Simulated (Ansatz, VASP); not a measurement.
**One calculation of TiAl, two programs**

```
Ti Al
1.0
     2.73690    0.00000    0.00000
    -1.36845    2.37022    0.00000
     0.00000    0.00000    4.64841
Ti Al
1 1
Direct
  0.00000 0.00000 0.00000
  0.33333 0.66667 0.50000
```

Alike in both runs: task single point; functional PBE; k mesh 18 × 18 × 10; occupations gaussian, width 0.15 eV; no spin polarisation.

```csv
,VASP,Ansatz
version,VASP 6.6.1,Ansatz 0.2.0
potentials or method,"VASP PAW PBE potentials, release 64 (Ti_sv, Al), cutoff 520 eV","scalar-relativistic, plane waves, PAW"
valence electrons in the cell,15,15
```

|  | VASP | Ansatz | Ansatz less VASP |
| --- | --- | --- | --- |
| gap on the k mesh at the Fermi level (eV) | none | none | - |
| pressure (GPa) | 12.5 | 12.6 | +0.10 |
| traceless stress, the component that is largest in VASP (GPa) | -5.19 | -5.24 | -0.056 |

A gap of «none» marks a metal or a gap that the smearing closes.
